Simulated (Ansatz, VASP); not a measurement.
Sc2Al in VASP and in Ansatz

```
Sc Al
1.0
     5.27907    0.00000    0.00000
    -2.63954    4.57181    0.00000
     0.00000    0.00000    6.65639
Sc Al
4 2
Direct
  0.00000 0.00000 0.00000
  0.00000 0.00000 0.50000
  0.33333 0.66667 0.75000
  0.66667 0.33333 0.25000
  0.33333 0.66667 0.25000
  0.66667 0.33333 0.75000
```

Change from the starting cell: strain +0.080 along x and y, +0.080 along z, atoms carried along.

Alike in both runs: task single point; functional r2SCAN; k mesh 12 × 12 × 8; occupations gaussian, width 0.15 eV; no spin polarisation.

|  | VASP | Ansatz |
| --- | --- | --- |
| version | VASP 6.6.1 | Ansatz 0.2.0 |
| potentials or method | VASP PAW PBE potentials, release 64 (Sc_sv, Al), cutoff 520 eV | scalar-relativistic, plane waves, PAW |
| valence electrons in the cell | 50 | 50 |

VASP gave:

| Property | Result |
| --- | --- |
| gap on the k mesh at the Fermi level (eV) | none |
| pressure (GPa) | -10.9 |
| traceless stress, the component that is largest in VASP (GPa) | 0.92 |

**Question.** Estimate Ansatz's values.

**Answer.** gap on the k mesh at the Fermi level (eV): none; pressure (GPa): -11.0; traceless stress, the component that is largest in VASP (GPa): 0.92.

VASP's potentials were made for PBE, not for r2SCAN. A gap of «none» marks a metal or a gap that the smearing closes. The functional is the same, so the differences come from potentials, cutoffs and numerics.
